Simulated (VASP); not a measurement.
A run of VASP 6.6.1 is set up as follows.

Contents of INCAR:

```
ALGO     = Fast           # electronic algorithm
EDIFF    = 1E-7           # SCF threshold, eV
ENCUT    = 520            # plane-wave cutoff, eV
GGA      = PE             # functional
ISIF     = 2              # what is computed and relaxed
ISMEAR   = 0              # smearing method
LASPH    = T              # aspherical terms in the spheres
LCHARG   = F              # write CHGCAR
LREAL    = F              # projectors in reciprocal space
LWAVE    = F              # write WAVECAR
NBANDS   = 13             # bands
NELM     = 80             # most SCF steps
PREC     = Accurate       # precision mode
SIGMA    = 0.15           # smearing width, eV
```

KPOINTS

```
k-points
0
Gamma
  22 22 22
```

File POSCAR:

```
AlCo
1.0
    2.7093072762      0.0000000000      0.0000000000
    0.0000000000      2.7093072762      0.0000000000
    0.0000000000      0.0000000000      2.9944975158
Al Co
1 1
Direct
    0.0000000000      0.0000000000      0.0000000000
    0.5000000000      0.5000000000      0.5000000000
```

Potentials or basis: VASP PAW PBE potentials, release 64 (Al, Co).

Run with:

```bash
$ cat potpaw_PBE.64/Al/POTCAR potpaw_PBE.64/Co/POTCAR > POTCAR
$ mpirun -np 1 vasp_std > vasp.out
```

Question: Predict the band gap on the k mesh.

Answer: Zero (bands 6 and 7 overlap by 2.65 eV).

Question: Estimate the pressure.

Answer: 12.0 GPa.

Stress tensor (GPa, compression positive):
```
16.32  0.00  0.00
 0.00 16.32  0.00
 0.00  0.00  3.26
```

Caveat: the cell differs from its parent crystal (strain -0.050 along x and y, +0.050 along z); the cell stands under pressure; the run has no spin polarisation, though such a crystal can be magnetic. Spin polarisation is off, so any magnetic state and its effect on volume and gap are missing.
